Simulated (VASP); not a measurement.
## MnO2: single point with LDA+U

Crystal: MnO2.

```
Mn O
1.0
     0.00000    2.31287    2.31287
     2.31287    0.00000    2.31287
     2.31287    2.31287    0.00000
Mn O
1 2
Direct
  0.00000 0.00000 0.00000
  0.25000 0.25000 0.25000
  0.75000 0.75000 0.75000
```

```yaml
Program: VASP 6.6.1
Task: single point
Functional: LDA
Potentials_or_basis: VASP PAW LDA potentials, release 64 (Mn_pv, O)
Cutoff: 520 eV
k_mesh: 7 × 7 × 7
Occupations: gaussian, width 0.05 eV
Spin: collinear spin, ferromagnetic start
Starting_moments: "[3.0, 0.0, 0.0] μB"
Hubbard_terms: Mn d U = 4.0 eV
Dipole_correction: no
Further_INCAR_settings: ALGO = Normal; EDIFF = 1e-06; NBANDS = 24
```

The pressure is 17.2 GPa. The band gap on the k mesh is zero (filled and empty bands overlap). The net moment is 3.00 μB per cell and the site moments are Mn +3.52; O -0.28 μB. The valence electrons inside the program's atomic spheres are Mn 11.59; O 5.00.

Levels at points of the mesh, in eV from the Fermi level:
Spin up:
| k point | band 11 | band 12 | band 13 | band 14 | band 15 | band 16 | band 17 | band 18 |
| --- | --- | --- | --- | --- | --- | --- | --- | --- |
| (0.00, 0.00, 0.00) | -1.49 | -1.49 | -1.49 | 0.75 | 0.75 | 0.75 | 7.15 | 12.23 |
Spin down:
| k point | band 9 | band 10 | band 11 | band 12 | band 13 | band 14 |
| --- | --- | --- | --- | --- | --- | --- |
| (0.00, 0.00, 0.00) | -1.90 | -1.90 | -1.90 | 1.74 | 1.74 | 4.47 |

Eigenvalues of the final occupation matrices:
| site | spin | trace | eigenvalues |
| --- | --- | --- | --- |
| site 1 d | 1 | 4.18 | 0.76 0.76 0.76 0.95 0.95 |
| site 1 d | 2 | 0.72 | 0.04 0.04 0.21 0.21 0.21 |

Run time: 25 s on 1 thread of AMD EPYC 7R43 64-Core Processor (Zen 3), on a shared host, peak memory 0.11 GiB.

Caveat: a cell with one magnetic atom can't hold antiferromagnetic order, which such compounds often take. The state reached can hang on the start; a lower one may exist.
